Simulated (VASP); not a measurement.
Here is a VASP 6.6.1 calculation.

INCAR

```
PREC = Accurate
ENCUT = 600
EDIFF = 1E-6
ISMEAR = 1
SIGMA = 0.1
LREAL = False
LASPH = True
NELM = 100
ALGO = Normal
ISIF = 8
LWAVE = False
LCHARG = False
IBRION = 2
NSW = 80
EDIFFG = -0.02
```

KPOINTS

```
regular mesh
0
Gamma
  8 8 4
```

File POSCAR:

```
Sc
1.0
    3.3090000000      0.0000000000      0.0000000000
   -1.6545000000      2.8656780611      0.0000000000
    0.0000000000      0.0000000000      5.2733000000
Sc
2
Direct
    0.3333330000      0.6666670000      0.2500000000
    0.6666670000      0.3333330000      0.7500000000
```

Potentials or basis: VASP PAW LDA potentials, release 64 (Sc_sv).

The run is started by

```sh
$ cat potpaw_LDA.64/Sc_sv/POTCAR > POTCAR
$ mpirun -np 1 vasp_std > vasp.out
```

(1) Predict the relaxed volume.

(2) Estimate the relaxed cell.

## Answers

(1) 22.61 Å³/atom.

(2) a = 3.200 Å, b = 3.200 Å, c = 5.099 Å, α = 90.00°, β = 90.00°, γ = 120.00°.
